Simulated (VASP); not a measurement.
# HC10 in VASP: further runs

Runs on HC10. Level: PBE+D3(BJ). Tasks: single point.

Everything below comes from runs of VASP 6.6.1. Logs are shortened: lines on timing, memory, paths and dates and some standing lists are left out, and cuts for length are marked.

## Step 1: The cell of the first run

The cell holds a slab with vacuum, 11 atoms: a = 2.465 Å, b = 2.465 Å, c = 32.481 Å, α = 90.00°, β = 90.00°, γ = 120.00°.

## Step 2: Single point, PBE+D3(BJ)

Input file INCAR:

```
PREC = Accurate ; ENCUT = 520
EDIFF = 1E-7 ; ISMEAR = 0
SIGMA = 0.1 ; LREAL = False
LASPH = True ; NELM = 60
ALGO = Normal ; ISIF = 2
LWAVE = False ; LCHARG = False
LDIPOL = True ; IDIPOL = 3
DIPOL = 0.5 0.5 0.490 ; GGA = PE
IVDW = 12 ; NBANDS = 32
```

Input file KPOINTS:

```
regular mesh
0
Gamma
  12 12 1
```

Input file POSCAR:

```
HC10
1.0
    2.4649634496      0.0000000000      0.0000000000
   -1.2324817248      2.1347209668      0.0000000000
    0.0000000000      0.0000000000     32.4810787678
C H
10 1
Direct
    0.0000000000      0.0000000000      0.2616908206
    0.6666666667      0.3333333333      0.2616908157
    0.0000000000      0.0000000000      0.3654518341
    0.3333333333      0.6666666667      0.3654518293
    0.0000000000      0.0000000000      0.4706066786
    0.6666666667      0.3333333333      0.4705965519
    0.0000000000      0.0000000000      0.5740965835
    0.3333333333      0.6666666667      0.5742410093
    0.0000000000      0.0000000000      0.6731170261
    0.6666666667      0.3333333333      0.6648905869
    0.0000000000      0.0000000000      0.7092971588
```

Potentials or basis: VASP PAW PBE potentials, release 64 (C, H).

Launch:

```
> cat potpaw_PBE.64/C/POTCAR potpaw_PBE.64/H/POTCAR > POTCAR
> mpirun -np 1 vasp_std > vasp.out
```

OUTCAR:

```text
PREC = Accurate
   ENCUT = 520
   EDIFF = 1E-7
   ISMEAR = 0
   LREAL = False
   LASPH = True
   NELM = 60
   ISIF = 2
   GGA = PE
   IVDW = 12
 IVDW          = 12

 ion  position               nearest neighbor table
   1  0.000  0.000  0.262-   2 1.42   2 1.42   2 1.42
   2  0.667  0.333  0.262-   1 1.42   1 1.42   1 1.42
   3  0.000  0.000  0.365-   4 1.42   4 1.42   4 1.42
   4  0.333  0.667  0.365-   3 1.42   3 1.42   3 1.42
   5  0.000  0.000  0.471-   6 1.42   6 1.42   6 1.42
   6  0.667  0.333  0.471-   5 1.42   5 1.42   5 1.42
   7  0.000  0.000  0.574-   8 1.42   8 1.42   8 1.42
   8  0.333  0.667  0.574-   7 1.42   7 1.42   7 1.42
   9  0.000  0.000  0.673-  11 1.18  10 1.45  10 1.45  10 1.45
  10  0.667  0.333  0.665-   9 1.45   9 1.45   9 1.45
  11  0.000  0.000  0.709-   9 1.18

  LATTYP: Found a hexagonal cell.
 ALAT       =     2.4649634496
 C/A-ratio  =    13.1771036090

  Lattice vectors:

 A1 = (   2.4649634496,   0.0000000000,   0.0000000000)
 A2 = (  -1.2324817248,   2.1347209668,   0.0000000000)
 A3 = (   0.0000000000,   0.0000000000,  32.4810787678)

Analysis of symmetry for initial positions (statically):
=====================================================================
 Subroutine PRICEL returns:
 Original cell was already a primitive cell.

 Routine SETGRP: Setting up the symmetry group for a
 hexagonal supercell.

 Subroutine GETGRP returns: Found  6 space group operations
 (whereof  6 operations were pure point group operations)
 out of a pool of 24 trial point group operations.

The static configuration has the point symmetry C_3v.

Analysis of symmetry for dynamics (positions and initial velocities):
=====================================================================
 Subroutine PRICEL returns:
 Original cell was already a primitive cell.

 Routine SETGRP: Setting up the symmetry group for a
 hexagonal supercell.

 Subroutine GETGRP returns: Found  6 space group operations
 (whereof  6 operations were pure point group operations)
 out of a pool of 24 trial point group operations.

The dynamic configuration has the point symmetry C_3v.

 Subroutine INISYM returns: Found  6 space group operations
 (whereof  6 operations are pure point group operations),
 and found     1 'primitive' translations

----------------------------------------------------------------------------------------

                                     Primitive cell

  volume of cell :     170.9157

  direct lattice vectors                    reciprocal lattice vectors
     2.464963450  0.000000000  0.000000000     0.405685529  0.234222649  0.000000000
    -1.232481725  2.134720967  0.000000000     0.000000000  0.468445298  0.000000000
     0.000000000  0.000000000 32.481078768     0.000000000  0.000000000  0.030787155

  length of vectors
     2.464963450  2.464963450 32.481078768     0.468445298  0.468445298  0.030787155

  position of ions in fractional coordinates (direct lattice)
     0.000000000  0.000000000  0.261690821
     0.666666667  0.333333333  0.261690816
     0.000000000  0.000000000  0.365451834
     0.333333333  0.666666667  0.365451829
     0.000000000  0.000000000  0.470606679
     0.666666667  0.333333333  0.470596552
     0.000000000  0.000000000  0.574096584
     0.333333333  0.666666667  0.574241009
     0.000000000  0.000000000  0.673117026
     0.666666667  0.333333333  0.664890587
     0.000000000  0.000000000  0.709297159

  ion indices of the primitive-cell ions
   primitive index   ion index
                 1           1
                 2           2
                 3           3
                 4           4
                 5           5
                 6           6
                 7           7
                 8           8
                 9           9
                10          10
                11          11

----------------------------------------------------------------------------------------

 KPOINTS: regular mesh

Automatic generation of k-mesh.
 Grid dimensions read from file:
 generate k-points for:   12   12    1

 Generating k-lattice:

  Cartesian coordinates                     Fractional coordinates (reciprocal lattice)
     0.033807127  0.019518554  0.000000000     0.083333333  0.000000000  0.000000000
     0.000000000  0.039037108  0.000000000     0.000000000  0.083333333  0.000000000
     0.000000000  0.000000000  0.030787155     0.000000000  0.000000000  1.000000000

  Length of vectors
     0.039037108  0.039037108  0.030787155

  Shift w.r.t. Gamma in fractional coordinates (k-lattice)
     0.000000000  0.000000000  0.000000000

 Subroutine IBZKPT returns following result:
 ===========================================

 Found     19 irreducible k-points:

 Following reciprocal coordinates:
            Coordinates               Weight
  0.000000  0.000000  0.000000      1.000000
  0.083333  0.000000  0.000000      6.000000
  0.166667 -0.000000  0.000000      6.000000
  0.250000  0.000000  0.000000      6.000000
  0.333333  0.000000  0.000000      6.000000
  0.416667  0.000000  0.000000      6.000000
[... 11 lines left out ...]
  0.333333  0.250000  0.000000     12.000000
  0.333333  0.333333  0.000000      2.000000
   k-points           NKPTS =     19   k-points in BZ     NKDIM =     19   number of bands    NBANDS=     32
   number of dos      NEDOS =    301   number of ions     NIONS =     11
   total plane-waves  NPLWV =  81000
   dimension x,y,z NGX =    18 NGY =   18 NGZ =  250
   dimension x,y,z NGXF=    36 NGYF=   36 NGZF=  500
   ions per type =              10   1
   NGX,Y,Z   is equivalent  to a cutoff of  12.14, 12.14, 12.80 a.u.
   NGXF,Y,Z  is equivalent  to a cutoff of  24.28, 24.28, 25.59 a.u.
 SYSTEM =  unknown system
   PREC   = accura    normal or accurate (medium, high low for compatibility)
   ISTART =      0    job   : 0-new  1-cont  2-samecut
   ICHARG =      2    charge: 1-file 2-atom 10-const
   ISPIN  =      1    spin polarized calculation?
   LNONCOLLINEAR =      F non collinear calculations
   LSORBIT =      F    spin-orbit coupling
   LASPH  =      T    aspherical Exc in radial PAW
   ENCUT  =  520.0 eV  38.22 Ry    6.18 a.u.   4.58  4.58 60.39*2*pi/ulx,y,z
   NELM   =     60;   NELMIN=  2; NELMDL= -5     # of ELM steps
   EDIFF  = 0.1E-06   stopping-criterion for ELM
   LREAL  =      F    real-space projection
   EDIFFG = 0.1E-05   stopping-criterion for IOM
   NSW    =      0    number of steps for IOM
   IBRION =     -1    ionic relax: 0-MD 1-quasi-New 2-CG
   NFREE  =      0    steps in history (QN), initial steepest desc. (CG)
   ISIF   =      2    stress and relaxation
   ISYM   =      2    0-nonsym 1-usesym 2-fastsym
   POTIM  = 0.5000    time-step for ionic-motion
   TEBEG  =    0.0;   TEEND  =   0.0 temperature during run
   PSTRESS=    0.0 pullay stress
   NELECT =      41.0000    total number of electrons
   NUPDOWN=      -1.0000    fix difference up-down
   EMIN   =  10.00;   EMAX   =-10.00  energy-range for DOS
   EFERMI =   0.00;   METHOD = LEGACY
   ISMEAR =     0;   SIGMA  =   0.10  broadening in eV -4-tet -1-fermi 0-gaus
   EFERMI_NEDOS =   21; number of points for ismear=-14 and -15
   IALGO  =     38    algorithm
   IMIX   =      4    mixing-type and parameters
     AMIX     =   0.40;   BMIX     =  1.00
     AMIX_MAG =   1.60;   BMIX_MAG =  1.00
  volume/ion in A,a.u.               =      15.54       104.85
  Fermi-wavevector in a.u.,A,eV,Ry     =   1.017206  1.922240 14.078048  1.034707
  Thomas-Fermi vector in A             =   2.150593
   LORBIT       =      0    0 simple, 1 ext, 2 COOP (PROOUT), +10 PAW based schemes
   GGA     = PE    functional components
   LHFCALC =     F    Hartree Fock is set to
   AEXX    =    0.0000 exact exchange contribution
   IVDW    =    12    specifies the selected vdW correction
   LEPSILON=     F    determine dielectric tensor
   LRPA    =     F    only Hartree local field effects (RPA)
 non-spin polarized calculation
 Gauss-broadening in eV      SIGMA  =   0.10
  energy-cutoff  :      520.00
  volume of cell :      170.92
 maximum number of plane-waves:      4670
   NGX =  9   NGY =  9   NGZ =121

 dipolmoment           0.000000      0.000000      0.008217 electrons x Angstroem

 number of electron      40.9999988 magnetization

 dipolmoment           0.000000      0.000000     -0.009211 electrons x Angstroem

 Free energy of the ion-electron system (eV)
  ---------------------------------------------------
  ext. energy  EPLUGINS =         0.00000000
  ---------------------------------------------------
  free energy    TOTEN  =       -93.60409594 eV

  energy without entropy =      -93.59839807  energy(sigma->0) =      -93.60124700

 E-fermi :   0.5841     XC(G=0):  -5.8303

 val. band max:        0.5813142784   @ k =   0.3333   0.3333   0.0000
 cond. band min:       0.5851121246   @ k =   0.3333   0.3333   0.0000
 fundamental gap:      0.0037978462
 Fermi energy:         0.5840844477

 k-point     1 :       0.0000    0.0000    0.0000
  band No.  band energies     occupation
      1     -19.6661      2.00000
      2     -19.0221      2.00000
      3     -18.9449      2.00000
      4     -18.8494      2.00000
      5     -18.7799      2.00000
      6      -9.8567      2.00000
[... 24 lines left out ...]
     31       8.3639      0.00000
     32       8.9144      0.00000

 k-point     2 :       0.0833    0.0000    0.0000
  band No.  band energies     occupation
      1     -19.4976      2.00000
      2     -18.8568      2.00000
      3     -18.7803      2.00000
      4     -18.6857      2.00000
      5     -18.6167      2.00000
      6      -9.6834      2.00000
[... 24 lines left out ...]
     31       8.9642      0.00000
     32       8.9982      0.00000

 k-point     3 :       0.1667   -0.0000    0.0000
  band No.  band energies     occupation
      1     -18.9942      2.00000
      2     -18.3626      2.00000
      3     -18.2881      2.00000
      4     -18.1963      2.00000
      5     -18.1289      2.00000
      6      -9.1778      2.00000
[... 24 lines left out ...]
     31       8.8866      0.00000
     32       8.9361      0.00000

 k-point     4 :       0.2500    0.0000    0.0000
  band No.  band energies     occupation
      1     -18.1627      2.00000
      2     -17.5455      2.00000
      3     -17.4742      2.00000
      4     -17.3872      2.00000
      5     -17.3222      2.00000
      6      -8.4341      2.00000
[... 24 lines left out ...]
     31       8.1319      0.00000
     32       8.2872      0.00000

 k-point     5 :       0.3333    0.0000    0.0000
  band No.  band energies     occupation
      1     -17.0185      2.00000
      2     -16.4178      2.00000
      3     -16.3510      2.00000
      4     -16.2706      2.00000
      5     -16.2087      2.00000
      6      -9.4396      2.00000
[... 409 lines left out ...]
     31      10.6349      0.00000
     32      10.7707      0.00000

 k-point    17 :       0.2500    0.2500    0.0000
  band No.  band energies     occupation
      1     -15.2889      2.00000
      2     -14.7054      2.00000
      3     -14.6458      2.00000
      4     -14.5758      2.00000
      5     -14.5188      2.00000
      6     -10.4127      2.00000
[... 24 lines left out ...]
     31      11.1716      0.00000
     32      11.3168      0.00000

 k-point    18 :       0.3333    0.2500    0.0000
  band No.  band energies     occupation
      1     -13.8892      2.00000
      2     -13.2679      2.00000
      3     -13.2173      2.00000
      4     -13.1604      2.00000
      5     -13.1094      2.00000
      6     -11.8054      2.00000
[... 24 lines left out ...]
     31      11.7264      0.00000
     32      11.8017      0.00000

 k-point    19 :       0.3333    0.3333    0.0000
  band No.  band energies     occupation
      1     -12.9658      2.00000
      2     -12.2355      2.00000
      3     -12.0538      2.00000
      4     -12.0013      2.00000
      5     -11.9965      2.00000
      6     -11.9857      2.00000
[... 24 lines left out ...]
     31      11.3942      0.00000
     32      12.0664      0.00000

------------------------ aborting loop because EDIFF is reached ----------------------------------------

 vacuum level on the upper side and lower side of the slab       (xc-potential included)        -0.166         0.146

 Edisp (eV)   -1.48319

 E8    (eV) :    -0.4255

  FORCE on cell =-STRESS in cart. coord.  units (eV):
  Direction    XX          YY          ZZ          XY          YZ          ZX
  --------------------------------------------------------------------------------------
  -------------------------------------------------------------------------------------
  Total       3.14177     3.14177    -0.12522     0.00000     0.00000     0.00000
  in kB      29.45119    29.45119    -1.17387     0.00000     0.00000     0.00000
  external pressure =       19.24 kB  Pullay stress =        0.00 kB

 VOLUME and BASIS-vectors are now :
 -----------------------------------------------------------------------------
  energy-cutoff  :      520.00
  volume of cell :      170.92
      direct lattice vectors                 reciprocal lattice vectors
     2.464963450  0.000000000  0.000000000     0.405685529  0.234222649  0.000000000
    -1.232481725  2.134720967  0.000000000     0.000000000  0.468445298  0.000000000
     0.000000000  0.000000000 32.481078768     0.000000000  0.000000000  0.030787155

 POSITION                                       TOTAL-FORCE (eV/Angst)
 -----------------------------------------------------------------------------------
      0.00000      0.00000      8.50000         0.000000     -0.000000      0.011488
      1.23248      0.71157      8.50000        -0.000000     -0.000000     -0.012216
      0.00000      0.00000     11.87027        -0.000000      0.000000      0.000497
     -0.00000      1.42315     11.87027         0.000000      0.000000      0.011807
      0.00000      0.00000     15.28581         0.000000     -0.000000     -0.001504
      1.23248      0.71157     15.28548         0.000000     -0.000000     -0.005602
      0.00000      0.00000     18.64728        -0.000000      0.000000      0.026225
     -0.00000      1.42315     18.65197        -0.000000      0.000000     -0.028417
      0.00000      0.00000     21.86357        -0.000000     -0.000000      0.003714
      1.23248      0.71157     21.59636        -0.000000     -0.000000     -0.010411
      0.00000      0.00000     23.03874        -0.000000     -0.000000      0.004418
 -----------------------------------------------------------------------------------
    total drift:                               -0.000000     -0.000000     -0.000197

  FREE ENERGIE OF THE ION-ELECTRON SYSTEM (eV)
  ---------------------------------------------------
  free  energy   TOTEN  =       -95.0872873650 eV

  energy  without entropy=      -95.0815894977  energy(sigma->0) =      -95.08443843

 vacuum level on the upper side and lower side of the slab         4.538         4.855
```

It took 5.7 min on 1 thread of Intel Xeon 6975P-C, shared host; peak memory 0.3 GiB.

What came out:

- Free energy: -95.0873 eV
- Largest force: 0.028 eV/Å
- Dispersion energy per atom: -0.135 eV

Forces in eV/Å, atoms in the order of the input:
```
C    0.000  0.000  0.011
C    0.000  0.000 -0.012
C    0.000  0.000  0.000
C    0.000  0.000  0.012
C    0.000  0.000 -0.002
C    0.000  0.000 -0.006
C    0.000  0.000  0.026
C    0.000  0.000 -0.028
C    0.000  0.000  0.004
C    0.000  0.000 -0.010
H    0.000  0.000  0.004
```

Levels at points of the mesh, in eV from the Fermi level:
```tsv
k point	band 17	band 18	band 19	band 20	band 21	band 22	band 23	band 24	band 25	band 26
(0.00, 0.00, 0.00)	-2.95	-2.95	-2.87	-2.87	-0.80	3.33	3.59	4.36	4.75	5.30
(0.50, 0.00, 0.00)	-2.65	-2.45	-2.23	-2.12	-0.73	1.53	1.65	1.90	2.13	6.19
```

(Continued in part 2 of 2.)
